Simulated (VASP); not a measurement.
# Al (P6_3/mmc) in VASP: notebook

Runs on Al. Level: LDA. Tasks: single point.

All numbers are computed with VASP 6.6.1; they aren't measurements. Logs are shortened: lines on timing, memory, paths and dates and some standing lists are left out, and cuts for length are marked.

### Step 1. The cell of the first run

Symmetry: P6_3/mmc, No. 194, hexagonal system. The conventional cell has a = 2.852 Å, b = 2.852 Å, c = 4.686 Å, α = 90.00°, β = 90.00°, γ = 120.00°. Al (site symmetry -6m2) has 12 Al at 2.85 to 2.86 Å within 3.8 Å.

This isn't the form of Al at room conditions, which is fcc.

### Step 2. Single point, LDA

The input, INCAR:

```
SYSTEM = Al
PREC = Accurate
ENCUT = 520
EDIFF = 1E-7
ISMEAR = 0
SIGMA = 0.15
LREAL = .False.
LASPH = .True.
NELM = 100
ALGO = Normal
ISIF = 2
LWAVE = .False.
LCHARG = .True.
GGA = CA
LELF = .True.
LVHAR = .True.
NBANDS = 10
```

The input, KPOINTS:

```
regular mesh
0
Gamma
  18 18 10
  0 0 0
```

The input, POSCAR:

```
Al
1.0
    2.8515000000      0.0000000000      0.0000000000
   -1.4257500000      2.4694714389      0.0000000000
    0.0000000000      0.0000000000      4.6862330202
Al
2
Direct
    0.6666666667      0.3333333333      0.7500000000
    0.3333333333      0.6666666667      0.2500000000
```

Potentials or basis: VASP PAW LDA potentials, release 64 (Al).

Command:

```
cat potpaw_LDA.64/Al/POTCAR > POTCAR
mpirun -np 1 vasp_std > vasp.out
```

OUTCAR:

```text
SYSTEM = Al
   PREC = Accurate
   ENCUT = 520
   EDIFF = 1E-7
   ISMEAR = 0
   LREAL = .False.
   LASPH = .True.
   NELM = 100
   ISIF = 2
   GGA = CA

 ion  position               nearest neighbor table
   1  0.667  0.333  0.750-   2 2.86   2 2.86   2 2.86   2 2.86   2 2.86   2 2.86
   2  0.333  0.667  0.250-   1 2.86   1 2.86   1 2.86   1 2.86   1 2.86   1 2.86

  LATTYP: Found a hexagonal cell.
 ALAT       =     2.8515000000
 C/A-ratio  =     1.6434273260

  Lattice vectors:

 A1 = (   2.8515000000,   0.0000000000,   0.0000000000)
 A2 = (  -1.4257500000,   2.4694714389,   0.0000000000)
 A3 = (   0.0000000000,   0.0000000000,   4.6862330202)

Analysis of symmetry for initial positions (statically):
=====================================================================
 Subroutine PRICEL returns:
 Original cell was already a primitive cell.

 Routine SETGRP: Setting up the symmetry group for a
 hexagonal supercell.

 Subroutine GETGRP returns: Found 24 space group operations
 (whereof 12 operations were pure point group operations)
 out of a pool of 24 trial point group operations.

The static configuration has the point symmetry D_3d.
 The point group associated with its full space group is D_6h.

Analysis of symmetry for dynamics (positions and initial velocities):
=====================================================================
 Subroutine PRICEL returns:
 Original cell was already a primitive cell.

 Routine SETGRP: Setting up the symmetry group for a
 hexagonal supercell.

 Subroutine GETGRP returns: Found 24 space group operations
 (whereof 12 operations were pure point group operations)
 out of a pool of 24 trial point group operations.

The dynamic configuration has the point symmetry D_3d.
 The point group associated with its full space group is D_6h.

 Subroutine INISYM returns: Found 24 space group operations
 (whereof 12 operations are pure point group operations),
 and found     1 'primitive' translations

----------------------------------------------------------------------------------------

                                     Primitive cell

  volume of cell :      32.9990

  direct lattice vectors                    reciprocal lattice vectors
     2.851500000  0.000000000  0.000000000     0.350692618  0.202472477  0.000000000
    -1.425750000  2.469471439  0.000000000     0.000000000  0.404944955  0.000000000
     0.000000000  0.000000000  4.686233020     0.000000000  0.000000000  0.213391011

  length of vectors
     2.851500000  2.851500000  4.686233020     0.404944955  0.404944955  0.213391011

  position of ions in fractional coordinates (direct lattice)
     0.666666667  0.333333333  0.750000000
     0.333333333  0.666666667  0.250000000

  ion indices of the primitive-cell ions
   primitive index   ion index
                 1           1
                 2           2

----------------------------------------------------------------------------------------

 KPOINTS: regular mesh

Automatic generation of k-mesh.
 Grid dimensions read from file:
 generate k-points for:   18   18   10

 Generating k-lattice:

  Cartesian coordinates                     Fractional coordinates (reciprocal lattice)
     0.019482923  0.011248471  0.000000000     0.055555556 -0.000000000  0.000000000
     0.000000000  0.022496942  0.000000000     0.000000000  0.055555556  0.000000000
     0.000000000  0.000000000  0.021339101     0.000000000  0.000000000  0.100000000

  Length of vectors
     0.022496942  0.022496942  0.021339101

  Shift w.r.t. Gamma in fractional coordinates (k-lattice)
     0.000000000  0.000000000  0.000000000

 Subroutine IBZKPT returns following result:
 ===========================================

 Found    222 irreducible k-points:

 Following reciprocal coordinates:
            Coordinates               Weight
  0.000000  0.000000  0.000000      1.000000
  0.055556  0.000000  0.000000      6.000000
  0.111111  0.000000  0.000000      6.000000
  0.166667  0.000000  0.000000      6.000000
  0.222222  0.000000  0.000000      6.000000
  0.277778  0.000000  0.000000      6.000000
[... 16 lines left out ...]
  0.333333  0.111111  0.000000     12.000000
  0.388889  0.111111  0.000000     12.000000
 [... further k-points ...]
   k-points           NKPTS =    222   k-points in BZ     NKDIM =    222   number of bands    NBANDS=     10
   number of dos      NEDOS =    301   number of ions     NIONS =      2
   total plane-waves  NPLWV =  20736
   dimension x,y,z NGX =    24 NGY =   24 NGZ =   36
   dimension x,y,z NGXF=    48 NGYF=   48 NGZF=   72
   ions per type =               2
   NGX,Y,Z   is equivalent  to a cutoff of  13.99, 13.99, 12.77 a.u.
   NGXF,Y,Z  is equivalent  to a cutoff of  27.98, 27.98, 25.54 a.u.
 SYSTEM =  Al
   PREC   = accura    normal or accurate (medium, high low for compatibility)
   ISTART =      0    job   : 0-new  1-cont  2-samecut
   ICHARG =      2    charge: 1-file 2-atom 10-const
   ISPIN  =      1    spin polarized calculation?
   LNONCOLLINEAR =      F non collinear calculations
   LSORBIT =      F    spin-orbit coupling
   LASPH  =      T    aspherical Exc in radial PAW
   ENCUT  =  520.0 eV  38.22 Ry    6.18 a.u.   5.30  5.30  8.71*2*pi/ulx,y,z
   NELM   =    100;   NELMIN=  2; NELMDL= -5     # of ELM steps
   EDIFF  = 0.1E-06   stopping-criterion for ELM
   LREAL  =      F    real-space projection
   EDIFFG = 0.1E-05   stopping-criterion for IOM
   NSW    =      0    number of steps for IOM
   IBRION =     -1    ionic relax: 0-MD 1-quasi-New 2-CG
   NFREE  =      0    steps in history (QN), initial steepest desc. (CG)
   ISIF   =      2    stress and relaxation
   ISYM   =      2    0-nonsym 1-usesym 2-fastsym
   POTIM  = 0.5000    time-step for ionic-motion
   TEBEG  =    0.0;   TEEND  =   0.0 temperature during run
   PSTRESS=    0.0 pullay stress
   NELECT =       6.0000    total number of electrons
   NUPDOWN=      -1.0000    fix difference up-down
   EMIN   =  10.00;   EMAX   =-10.00  energy-range for DOS
   EFERMI =   0.00;   METHOD = LEGACY
   ISMEAR =     0;   SIGMA  =   0.15  broadening in eV -4-tet -1-fermi 0-gaus
   EFERMI_NEDOS =   21; number of points for ismear=-14 and -15
   IALGO  =     38    algorithm
   IMIX   =      4    mixing-type and parameters
     AMIX     =   0.40;   BMIX     =  1.00
     AMIX_MAG =   1.60;   BMIX_MAG =  1.00
  volume/ion in A,a.u.               =      16.50       111.34
  Fermi-wavevector in a.u.,A,eV,Ry     =   0.927452  1.752630 11.703288  0.860167
  Thomas-Fermi vector in A             =   2.053523
   LORBIT       =      0    0 simple, 1 ext, 2 COOP (PROOUT), +10 PAW based schemes
   GGA     = CA    functional components
   LHFCALC =     F    Hartree Fock is set to
   AEXX    =    0.0000 exact exchange contribution
   IVDW    =     0    specifies the selected vdW correction
   LEPSILON=     F    determine dielectric tensor
   LRPA    =     F    only Hartree local field effects (RPA)
 non-spin polarized calculation
 Gauss-broadening in eV      SIGMA  =   0.15
  energy-cutoff  :      520.00
  volume of cell :       33.00
 maximum number of plane-waves:       906
 NGX is ok and might be reduce to    24

 number of electron       6.0000000 magnetization

 Free energy of the ion-electron system (eV)
  ---------------------------------------------------
  ext. energy  EPLUGINS =         0.00000000
  ---------------------------------------------------
  free energy    TOTEN  =        -8.30715849 eV

  energy without entropy =       -8.29552177  energy(sigma->0) =       -8.30134013

 E-fermi :   7.7875     XC(G=0): -10.3451

 val. band max:        7.7864481330   @ k =   0.3333   0.1667   0.0000
 cond. band min:       7.7875475555   @ k =   0.3889   0.1667   0.2000
 fundamental gap:      0.0010994224
 Fermi energy:         7.7875009291

 k-point     1 :       0.0000    0.0000    0.0000
  band No.  band energies     occupation
      1      -3.3112      2.00000
      2       3.2130      2.00000
      3       3.3141      2.00000
      4      18.3374      0.00000
      5      18.3374      0.00000
      6      18.8010      0.00000
      7      18.8010      0.00000
      8      19.7933      0.00000
      9      21.6883      0.00000
     10      21.8134      0.00000

 k-point     2 :       0.0556    0.0000    0.0000
  band No.  band energies     occupation
      1      -3.2365      2.00000
      2       3.2823      2.00000
      3       3.3873      2.00000
      4      16.8281      0.00000
      5      17.4566      0.00000
      6      18.6480      0.00000
      7      19.8110      0.00000
      8      20.4465      0.00000
      9      21.5945      0.00000
     10      22.1858      0.00000

 k-point     3 :       0.1111    0.0000    0.0000
  band No.  band energies     occupation
      1      -3.0126      2.00000
      2       3.4901      2.00000
      3       3.6060      2.00000
      4      14.7820      0.00000
      5      16.5083      0.00000
      6      17.9063      0.00000
      7      20.2358      0.00000
      8      20.5351      0.00000
      9      21.1385      0.00000
     10      21.4804      0.00000

 k-point     4 :       0.1667    0.0000    0.0000
  band No.  band energies     occupation
      1      -2.6403      2.00000
      2       3.8363      2.00000
      3       3.9678      2.00000
      4      12.7430      0.00000
      5      15.6820      0.00000
      6      17.0252      0.00000
      7      18.6817      0.00000
      8      18.7636      0.00000
      9      21.0423      0.00000
     10      21.7215      0.00000
[... 222 lines left out ...]
 k-point    22 :       0.2778    0.1111    0.0000
  band No.  band energies     occupation
      1      -0.4279      2.00000
      2       5.9096      2.00000
      3       5.9468      2.00000
      4       7.5480      1.97606
      5      11.0490      0.00000
      6      13.4316      0.00000
      7      13.8144      0.00000
      8      17.2873      0.00000
      9      17.3831      0.00000
     10      18.6445      0.00000

 k-point    23 :       0.3333    0.1111    0.0000
  band No.  band energies     occupation
      1       0.5192      2.00000
      2       5.5358      2.00000
      3       6.8005      2.00000
      4       7.2418      2.00000
      5      10.6166      0.00000
      6      11.8747      0.00000
      7      12.4285      0.00000
      8      16.9852      0.00000
      9      17.0100      0.00000
     10      18.3361      0.00000

 k-point    24 :       0.3889    0.1111    0.0000
  band No.  band energies     occupation
      1       1.6018      2.00000
      2       4.1603      2.00000
      3       7.8039      0.87737
      4       8.1303      0.00123
      5      10.0852      0.00000
      6      10.4667      0.00000
      7      11.4080      0.00000
      8      16.7889      0.00000
      9      16.8028      0.00000
     10      18.1477      0.00000

 [... further k-points ...]
[... 5 lines left out ...]
  --------------------------------------------------------------------------------------
  -------------------------------------------------------------------------------------
  Total       -0.5068586     -0.5068586     -0.5300375      0.0000000      0.0000000      0.0000000
  in kB      -24.6091250    -24.6091250    -25.7345116      0.0000000      0.0000000      0.0000000
  external PRESSURE =     -24.9842539 kB  Pullay stress =       0.0000000 kB

 VOLUME and BASIS-vectors are now :
 -----------------------------------------------------------------------------
  energy-cutoff  :      520.00
  volume of cell :       33.00
      direct lattice vectors                 reciprocal lattice vectors
     2.851500000  0.000000000  0.000000000     0.350692618  0.202472477  0.000000000
    -1.425750000  2.469471439  0.000000000     0.000000000  0.404944955  0.000000000
     0.000000000  0.000000000  4.686233020     0.000000000  0.000000000  0.213391011

 POSITION                                       TOTAL-FORCE (eV/Angst)
 -----------------------------------------------------------------------------------
      1.42575      0.82316      3.51467        -0.000000      0.000000      0.000000
     -0.00000      1.64631      1.17156         0.000000     -0.000000      0.000000
 -----------------------------------------------------------------------------------
    total drift:                                0.000000     -0.000000      0.000000

  FREE ENERGIE OF THE ION-ELECTRON SYSTEM (eV)
  ---------------------------------------------------
  free  energy   TOTEN  =        -8.3071584883 eV

  energy  without entropy=       -8.2955217694  energy(sigma->0) =       -8.30134013
```

Run time: 75 s. Hardware: 1 thread of AMD EPYC 7R13, shared host; peak memory 0.15 GiB.

What came out:

```yaml
Free_energy: -8.3072 eV
Pressure: -2.5 GPa
Band_gap_on_the_k_mesh: zero (bands 3 and 4 overlap by 7.30 eV)
```

Levels at points of the mesh, in eV from the Fermi level:
```
           k point  band 1  band 2  band 3  band 4  band 5  band 6  band 7
(0.00, 0.00, 0.00)  -11.10   -4.57   -4.47   10.55   10.55   11.01   11.01
(0.50, 0.00, 0.00)   -5.29   -5.07    0.61    1.05    1.54    1.68    5.61
(0.00, 0.00, 0.50)   -9.43   -9.43    3.31    3.31   11.82   11.82   11.82
(0.50, 0.00, 0.50)   -3.88   -3.88   -3.21   -3.21    7.04    7.04    7.60
```

### Step 3. Single point, LDA

This run uses another cell than the first one, of the same volume but with other edges.

The input, INCAR:

```
  ALGO = Normal
  EDIFF = 1E-6
  ENCUT = 520
  GGA = CA
  ISIF = 2
  ISMEAR = 0
  LASPH = True
  LCHARG = True
  LELF = True
  LREAL = False
  LVHAR = True
  LWAVE = False
  NBANDS = 10
  NELM = 80
  PREC = Accurate
  SIGMA = 0.15
```

The input, KPOINTS:

```
k-points
0
Gamma
  18 18 10
```

The input, POSCAR:

```
Al
1.0
    2.8865000000      0.0000000000      0.0000000000
   -1.4432500000      2.4997823280      0.0000000000
    0.0000000000      0.0000000000      4.5691000000
Al
2
Direct
    0.6666666667      0.3333333333      0.7500000000
    0.3333333333      0.6666666667      0.2500000000
```

Potentials or basis: VASP PAW LDA potentials, release 64 (Al).

Command:

```
cat potpaw_LDA.64/Al/POTCAR > POTCAR
mpirun -np 1 vasp_std > vasp.out
```

Run time: 73 s. Hardware: 1 thread of AMD EPYC 7R13, shared host; peak memory 0.15 GiB.

Results (log left out):

- Free energy: -8.3028 eV
- Pressure: -2.4 GPa
- Band gap on the k mesh: zero (bands 3 and 4 overlap by 7.88 eV)

Stress tensor (GPa, compression positive):
```
-3.08  0.00  0.00
 0.00 -3.08  0.00
 0.00  0.00 -0.92
```

Levels at points of the mesh, in eV from the Fermi level:
```tsv
k point	band 1	band 2	band 3	band 4	band 5	band 6	band 7
(0.00, 0.00, 0.00)	-11.11	-4.37	-4.01	9.95	9.95	10.55	10.55
(0.50, 0.00, 0.00)	-5.47	-5.18	0.64	1.40	1.61	1.94	5.17
(0.00, 0.00, 0.50)	-9.35	-9.35	4.02	4.02	11.33	11.33	11.33
(0.50, 0.00, 0.50)	-3.94	-3.94	-3.28	-3.28	6.68	6.68	7.60
```
